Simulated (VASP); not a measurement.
Wanted: the native input for a VASP 6.6.1 run.

```
Task                   : single point
Functional             : PBE
Potentials or basis    : VASP PAW PBE potentials, release 64 (Ni, Sb)
Cutoff                 : 600 eV
k mesh                 : 3 × 3 × 1
Occupations            : gaussian, width 0.1 eV
Spin                   : no spin polarisation
Dipole correction      : no
Further INCAR settings : ALGO = Normal; EDIFF = 1e-06; NBANDS = 23
```

The structure of NiSb lies in POSCAR:

```
NiSb
1.0
    3.9399999606      0.0000000000      0.0000000000
   -1.9699999803      3.4121400568      0.0000000000
    0.0000000000      0.0000000000      5.1400000000
Ni Sb
2 2
Direct
    0.0000000000      0.0000000000      0.0000000000
    0.0000000000      0.0000000000      0.5000000000
    0.3333333333      0.6666666667      0.2500000000
    0.6666666667      0.3333333333      0.7500000000
```

One way to write it, as run:

INCAR

```
SYSTEM = NiSb
PREC = Accurate
ENCUT = 600
EDIFF = 1E-6
ISMEAR = 0
SIGMA = 0.1
LREAL = .False.
LASPH = .True.
NELM = 120
ALGO = Normal
ISIF = 2
LWAVE = .False.
LCHARG = .True.
GGA = PE
LELF = .True.
LVHAR = .True.
NBANDS = 23
GGA_COMPAT = .False.
```

KPOINTS

```
regular mesh
0
Gamma
  3 3 1
  0 0 0
```

Potentials or basis: VASP PAW PBE potentials, release 64 (Ni, Sb).

Run with:

```bash
$ cat potpaw_PBE.64/Ni/POTCAR potpaw_PBE.64/Sb/POTCAR > POTCAR
$ mpirun -np 1 vasp_std > vasp.out
```

It gave:

The pressure is 0.9 GPa and the band gap on the k mesh is zero (bands 15 and 16 overlap by 1.25 eV).

Caveat: the k points lie up to 1.22 Å⁻¹ apart, too coarse for converged energies and pressures of a metal; spin-orbit coupling is left out, which moves the levels of the heavy elements.

Run time: 19 s on 1 thread of AMD EPYC 7R43 64-Core Processor (Zen 3), with other jobs on the host, peak memory 0.15 GiB.
